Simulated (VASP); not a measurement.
Input of a VASP 6.6.1 run:

INCAR

```
ALGO     = Normal         # electronic algorithm
EDIFF    = 1E-7           # SCF threshold, eV
ENCUT    = 520            # plane-wave cutoff, eV
GGA      = PE             # functional
ISIF     = 2              # what is computed and relaxed
ISMEAR   = 0              # smearing method
LASPH    = True           # aspherical terms in the spheres
LCHARG   = False          # write CHGCAR
LREAL    = False          # projectors in reciprocal space
LWAVE    = False          # write WAVECAR
NBANDS   = 17             # bands
NELM     = 80             # most SCF steps
PREC     = Accurate       # precision mode
SIGMA    = 0.025          # smearing width, eV
```

The input KPOINTS:

```
k-points
0
Gamma
  10 10 5
```

POSCAR

```
Hf
1.0
    3.1967000000      0.0000000000      0.0000000000
   -1.5983500000      2.7684234083      0.0000000000
    0.0000000000      0.0000000000      5.0578000000
Hf
2
Direct
    0.6666666667      0.3333333333      0.7500000000
    0.3333333333      0.6666666667      0.2500000000
```

Potentials or basis: VASP PAW PBE potentials, release 64 (Hf_pv).

Launch:

```console
$ cat potpaw_PBE.64/Hf_pv/POTCAR > POTCAR
$ mpirun -np 1 vasp_std > vasp.out
```

Problem. What does it give for the pressure?

Solution. 0.2 GPa.

Problem. Estimate the band gap on the k mesh.

Solution. Zero (band 10 reaches 6.10 eV, above the bottom of band 11 at 4.60 eV).

Stress tensor (GPa, compression positive):
```
 0.30  0.00  0.00
 0.00  0.30  0.00
 0.00  0.00 -0.08
```

Caveat: spin-orbit coupling is left out, which moves the levels of the heavy elements.
